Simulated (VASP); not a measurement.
# RuRhC4N4 (P-43m) in VASP: single point with PBE

Aim: the single point of RuRhC4N4 with PBE.

Everything below comes from runs of VASP 6.6.1. Logs are shortened: lines on timing, memory, paths and dates and some standing lists are left out, and cuts for length are marked.

### 1 The cell of the first run

The structure is cubic, space group P-43m (No. 215). The conventional cell has a = 5.805 Å, b = 5.805 Å, c = 5.805 Å, α = 90.00°, β = 90.00°, γ = 90.00°. Ru (site symmetry -43m) has 4 N at 1.90 Å within 2.5 Å. Within 2.6 Å of Rh (site symmetry -43m) lie 4 C at 1.93 Å. Within 1.6 Å of C (site symmetry 3m) lie 1 N at 1.20 Å. N (site symmetry 3m) has 1 C at 1.20 Å within 1.6 Å.

### 2 Single point, PBE

The input, INCAR:

```
  PREC = Accurate
  ENCUT = 520
  EDIFF = 1E-6
  ISMEAR = 0
  SIGMA = 0.1
  LREAL = False
  LASPH = True
  NELM = 80
  ALGO = Normal
  ISIF = 2
  LWAVE = False
  LCHARG = True
  GGA = PE
  LELF = True
  LVHAR = True
  NBANDS = 44
```

The input, KPOINTS:

```
regular mesh
0
Gamma
  8 8 8
```

The input, POSCAR:

```
RuRhC4N4
1.0
    5.8052475008      0.0000000000      0.0000000000
    0.0000000000      5.8052475008      0.0000000000
    0.0000000000      0.0000000000      5.8052475008
Ru Rh C N
1 1 4 4
Direct
    0.5000000000      0.5000000000      0.5000000000
    0.0000000000      0.0000000000      0.0000000000
    0.1918819607      0.1918819607      0.1918819607
    0.1918819607      0.8081180393      0.8081180393
    0.8081180393      0.1918819607      0.8081180393
    0.8081180393      0.8081180393      0.1918819607
    0.3111652796      0.3111652796      0.3111652796
    0.3111652796      0.6888347204      0.6888347204
    0.6888347204      0.3111652796      0.6888347204
    0.6888347204      0.6888347204      0.3111652796
```

Potentials or basis: VASP PAW PBE potentials, release 64 (Ru_pv, Rh_pv, C, N).

Started as:

```sh
cat potpaw_PBE.64/Ru_pv/POTCAR potpaw_PBE.64/Rh_pv/POTCAR potpaw_PBE.64/C/POTCAR potpaw_PBE.64/N/POTCAR > POTCAR
mpirun -np 1 vasp_std > vasp.out
```

OUTCAR:

```text
PREC = Accurate
   ENCUT = 520
   EDIFF = 1E-6
   ISMEAR = 0
   LREAL = False
   LASPH = True
   NELM = 80
   ISIF = 2
   GGA = PE

 ion  position               nearest neighbor table
   1  0.500  0.500  0.500-   7 1.90   8 1.90   9 1.90  10 1.90
   2  0.000  0.000  0.000-   3 1.93   4 1.93   5 1.93   6 1.93
   3  0.192  0.192  0.192-   7 1.20   2 1.93
   4  0.192  0.808  0.808-   8 1.20   2 1.93
   5  0.808  0.192  0.808-   9 1.20   2 1.93
   6  0.808  0.808  0.192-  10 1.20   2 1.93
   7  0.311  0.311  0.311-   3 1.20   1 1.90
   8  0.311  0.689  0.689-   4 1.20   1 1.90
   9  0.689  0.311  0.689-   5 1.20   1 1.90
  10  0.689  0.689  0.311-   6 1.20   1 1.90

  LATTYP: Found a simple cubic cell.
 ALAT       =     5.8052475008

  Lattice vectors:

 A1 = (   5.8052475008,   0.0000000000,   0.0000000000)
 A2 = (   0.0000000000,   5.8052475008,   0.0000000000)
 A3 = (   0.0000000000,   0.0000000000,   5.8052475008)

Analysis of symmetry for initial positions (statically):
=====================================================================
 Subroutine PRICEL returns:
 Original cell was already a primitive cell.

 Routine SETGRP: Setting up the symmetry group for a
 simple cubic supercell.

 Subroutine GETGRP returns: Found 24 space group operations
 (whereof 24 operations were pure point group operations)
 out of a pool of 48 trial point group operations.

The static configuration has the point symmetry T_d .

Analysis of symmetry for dynamics (positions and initial velocities):
=====================================================================
 Subroutine PRICEL returns:
 Original cell was already a primitive cell.

 Routine SETGRP: Setting up the symmetry group for a
 simple cubic supercell.

 Subroutine GETGRP returns: Found 24 space group operations
 (whereof 24 operations were pure point group operations)
 out of a pool of 48 trial point group operations.

The dynamic configuration has the point symmetry T_d .

 Subroutine INISYM returns: Found 24 space group operations
 (whereof 24 operations are pure point group operations),
 and found     1 'primitive' translations

----------------------------------------------------------------------------------------

                                     Primitive cell

  volume of cell :     195.6421

  direct lattice vectors                    reciprocal lattice vectors
     5.805247501  0.000000000  0.000000000     0.172257944  0.000000000  0.000000000
     0.000000000  5.805247501  0.000000000     0.000000000  0.172257944  0.000000000
     0.000000000  0.000000000  5.805247501     0.000000000  0.000000000  0.172257944

  length of vectors
     5.805247501  5.805247501  5.805247501     0.172257944  0.172257944  0.172257944

  position of ions in fractional coordinates (direct lattice)
     0.500000000  0.500000000  0.500000000
     0.000000000  0.000000000  0.000000000
     0.191881961  0.191881961  0.191881961
     0.191881961  0.808118039  0.808118039
     0.808118039  0.191881961  0.808118039
     0.808118039  0.808118039  0.191881961
     0.311165280  0.311165280  0.311165280
     0.311165280  0.688834720  0.688834720
     0.688834720  0.311165280  0.688834720
     0.688834720  0.688834720  0.311165280

  ion indices of the primitive-cell ions
   primitive index   ion index
                 1           1
                 2           2
                 3           3
                 4           4
                 5           5
                 6           6
                 7           7
                 8           8
                 9           9
                10          10

----------------------------------------------------------------------------------------

 KPOINTS: regular mesh

Automatic generation of k-mesh.
 Grid dimensions read from file:
 generate k-points for:    8    8    8

 Generating k-lattice:

  Cartesian coordinates                     Fractional coordinates (reciprocal lattice)
     0.021532243  0.000000000  0.000000000     0.125000000  0.000000000  0.000000000
     0.000000000  0.021532243  0.000000000     0.000000000  0.125000000  0.000000000
     0.000000000  0.000000000  0.021532243     0.000000000  0.000000000  0.125000000

  Length of vectors
     0.021532243  0.021532243  0.021532243

  Shift w.r.t. Gamma in fractional coordinates (k-lattice)
     0.000000000  0.000000000  0.000000000

 Subroutine IBZKPT returns following result:
 ===========================================

 Found     35 irreducible k-points:

 Following reciprocal coordinates:
            Coordinates               Weight
  0.000000  0.000000  0.000000      1.000000
  0.125000  0.000000  0.000000      6.000000
  0.250000  0.000000  0.000000      6.000000
  0.375000  0.000000  0.000000      6.000000
  0.500000  0.000000  0.000000      3.000000
  0.125000  0.125000  0.000000     12.000000
[... 16 lines left out ...]
  0.375000  0.375000  0.125000     24.000000
  0.500000  0.375000  0.125000     24.000000
 [... further k-points ...]
   k-points           NKPTS =     35   k-points in BZ     NKDIM =     35   number of bands    NBANDS=     44
   number of dos      NEDOS =    301   number of ions     NIONS =     10
   total plane-waves  NPLWV = 110592
   dimension x,y,z NGX =    48 NGY =   48 NGZ =   48
   dimension x,y,z NGXF=    96 NGYF=   96 NGZF=   96
   ions per type =               1   1   4   4
   NGX,Y,Z   is equivalent  to a cutoff of  13.75, 13.75, 13.75 a.u.
   NGXF,Y,Z  is equivalent  to a cutoff of  27.49, 27.49, 27.49 a.u.
 SYSTEM =  unknown system
   PREC   = accura    normal or accurate (medium, high low for compatibility)
   ISTART =      0    job   : 0-new  1-cont  2-samecut
   ICHARG =      2    charge: 1-file 2-atom 10-const
   ISPIN  =      1    spin polarized calculation?
   LNONCOLLINEAR =      F non collinear calculations
   LSORBIT =      F    spin-orbit coupling
   LASPH  =      T    aspherical Exc in radial PAW
   ENCUT  =  520.0 eV  38.22 Ry    6.18 a.u.  10.79 10.79 10.79*2*pi/ulx,y,z
   NELM   =     80;   NELMIN=  2; NELMDL= -5     # of ELM steps
   EDIFF  = 0.1E-05   stopping-criterion for ELM
   LREAL  =      F    real-space projection
   EDIFFG = 0.1E-04   stopping-criterion for IOM
   NSW    =      0    number of steps for IOM
   IBRION =     -1    ionic relax: 0-MD 1-quasi-New 2-CG
   NFREE  =      0    steps in history (QN), initial steepest desc. (CG)
   ISIF   =      2    stress and relaxation
   ISYM   =      2    0-nonsym 1-usesym 2-fastsym
   POTIM  = 0.5000    time-step for ionic-motion
   TEBEG  =    0.0;   TEEND  =   0.0 temperature during run
   PSTRESS=    0.0 pullay stress
   NELECT =      65.0000    total number of electrons
   NUPDOWN=      -1.0000    fix difference up-down
   EMIN   =  10.00;   EMAX   =-10.00  energy-range for DOS
   EFERMI =   0.00;   METHOD = LEGACY
   ISMEAR =     0;   SIGMA  =   0.10  broadening in eV -4-tet -1-fermi 0-gaus
   EFERMI_NEDOS =   21; number of points for ismear=-14 and -15
   IALGO  =     38    algorithm
   IMIX   =      4    mixing-type and parameters
     AMIX     =   0.40;   BMIX     =  1.00
     AMIX_MAG =   1.60;   BMIX_MAG =  1.00
  volume/ion in A,a.u.               =      19.56       132.03
  Fermi-wavevector in a.u.,A,eV,Ry     =   1.133858  2.142680 17.492102  1.285633
  Thomas-Fermi vector in A             =   2.270561
   LORBIT       =      0    0 simple, 1 ext, 2 COOP (PROOUT), +10 PAW based schemes
   GGA     = PE    functional components
   LHFCALC =     F    Hartree Fock is set to
   AEXX    =    0.0000 exact exchange contribution
   IVDW    =     0    specifies the selected vdW correction
   LEPSILON=     F    determine dielectric tensor
   LRPA    =     F    only Hartree local field effects (RPA)
 non-spin polarized calculation
 Gauss-broadening in eV      SIGMA  =   0.10
  energy-cutoff  :      520.00
  volume of cell :      195.64
 maximum number of plane-waves:      5294
 NGX is ok and might be reduce to    48
   NGX = 21   NGY = 21   NGZ = 21

 number of electron      65.0000008 magnetization

 Free energy of the ion-electron system (eV)
  ---------------------------------------------------
  ext. energy  EPLUGINS =         0.00000000
  ---------------------------------------------------
  free energy    TOTEN  =       -79.61682020 eV

  energy without entropy =      -79.58603666  energy(sigma->0) =      -79.60142843

 E-fermi :   0.3696     XC(G=0):  -7.7092

 val. band max:        0.3512007384   @ k =   0.2500   0.2500   0.0000
 cond. band min:       0.3737038327   @ k =   0.2500   0.2500   0.1250
 fundamental gap:      0.0225030943
 Fermi energy:         0.3695803460

 k-point     1 :       0.0000    0.0000    0.0000
  band No.  band energies     occupation
      1     -46.8346      2.00000
      2     -46.8346      2.00000
      3     -46.8346      2.00000
      4     -43.6386      2.00000
      5     -43.6386      2.00000
      6     -43.6386      2.00000
[... 36 lines left out ...]
     43       5.3460      0.00000
     44       5.5551      0.00000

 k-point     2 :       0.1250    0.0000    0.0000
  band No.  band energies     occupation
      1     -46.8346      2.00000
      2     -46.8346      2.00000
      3     -46.8346      2.00000
      4     -43.6386      2.00000
      5     -43.6386      2.00000
      6     -43.6386      2.00000
[... 36 lines left out ...]
     43       5.3240      0.00000
     44       5.5349      0.00000

 k-point     3 :       0.2500    0.0000    0.0000
  band No.  band energies     occupation
      1     -46.8346      2.00000
      2     -46.8346      2.00000
      3     -46.8346      2.00000
      4     -43.6386      2.00000
      5     -43.6386      2.00000
      6     -43.6386      2.00000
[... 976 lines left out ...]
     43       5.4038      0.00000
     44       5.4430      0.00000

 k-point    24 :       0.5000    0.3750    0.1250
  band No.  band energies     occupation
      1     -46.8346      2.00000
      2     -46.8346      2.00000
      3     -46.8346      2.00000
      4     -43.6387      2.00000
      5     -43.6386      2.00000
      6     -43.6386      2.00000
[... 36 lines left out ...]
     43       5.3519      0.00000
     44       5.4341      0.00000

 [... further k-points ...]

------------------------ aborting loop because EDIFF is reached ----------------------------------------

  FORCE on cell =-STRESS in cart. coord.  units (eV):
  Direction    XX          YY          ZZ          XY          YZ          ZX
  --------------------------------------------------------------------------------------
  -------------------------------------------------------------------------------------
  Total        0.1512375      0.1512375      0.1512375      0.0000000      0.0000000      0.0000000
  in kB        1.2385339      1.2385339      1.2385339      0.0000000      0.0000000      0.0000000
  external PRESSURE =       1.2385339 kB  Pullay stress =       0.0000000 kB

 VOLUME and BASIS-vectors are now :
 -----------------------------------------------------------------------------
  energy-cutoff  :      520.00
  volume of cell :      195.64
      direct lattice vectors                 reciprocal lattice vectors
     5.805247501  0.000000000  0.000000000     0.172257944  0.000000000  0.000000000
     0.000000000  5.805247501  0.000000000     0.000000000  0.172257944  0.000000000
     0.000000000  0.000000000  5.805247501     0.000000000  0.000000000  0.172257944

 POSITION                                       TOTAL-FORCE (eV/Angst)
 -----------------------------------------------------------------------------------
      2.90262      2.90262      2.90262         0.000000     -0.000000     -0.000000
      0.00000      0.00000      0.00000         0.000000     -0.000000     -0.000000
      1.11392      1.11392      1.11392        -0.144210     -0.144210     -0.144210
      1.11392      4.69133      4.69133        -0.144210      0.144210      0.144210
      4.69133      1.11392      4.69133         0.144210     -0.144210      0.144210
      4.69133      4.69133      1.11392         0.144210      0.144210     -0.144210
      1.80639      1.80639      1.80639         0.140956      0.140956      0.140956
      1.80639      3.99886      3.99886         0.140956     -0.140956     -0.140956
      3.99886      1.80639      3.99886        -0.140956      0.140956     -0.140956
      3.99886      3.99886      1.80639        -0.140956     -0.140956      0.140956
 -----------------------------------------------------------------------------------
    total drift:                               -0.000000     -0.000000      0.000000

  FREE ENERGIE OF THE ION-ELECTRON SYSTEM (eV)
  ---------------------------------------------------
  free  energy   TOTEN  =       -79.6168202022 eV

  energy  without entropy=      -79.5860366558  energy(sigma->0) =      -79.60142843
```

Wall time 6.5 min (1 thread of Intel Xeon Platinum 8259CL at 2.50GHz (Skylake/Cascade Lake), shared host); peak memory 0.49 GiB.

Results:

```
Free energy   : -79.6168 eV
Pressure      : 0.1 GPa
Largest force : 0.250 eV/Å
```

Forces on the atoms (eV/Å):
```
Ru   0.000  0.000  0.000
Rh   0.000  0.000  0.000
C   -0.144 -0.144 -0.144
C   -0.144  0.144  0.144
C    0.144 -0.144  0.144
C    0.144  0.144 -0.144
N    0.141  0.141  0.141
N    0.141 -0.141 -0.141
N   -0.141  0.141 -0.141
N   -0.141 -0.141  0.141
```

Levels at points of the mesh, in eV from the Fermi level:
```tsv
k point	band 28	band 29	band 30	band 31	band 32	band 33	band 34	band 35	band 36	band 37
(0.00, 0.00, 0.00)	-3.22	-0.72	-0.72	-0.68	-0.68	-0.68	0.47	0.47	0.47	4.37
(0.50, 0.00, 0.00)	-2.17	-2.04	-1.33	-0.87	-0.87	0.34	0.55	0.93	0.93	4.37
(0.50, 0.50, 0.00)	-2.17	-1.87	-1.27	-0.71	-0.71	0.36	0.52	0.78	0.78	4.44
(0.50, 0.50, 0.50)	-3.22	-0.59	-0.59	-0.43	-0.43	-0.43	0.43	0.43	0.43	4.28
```
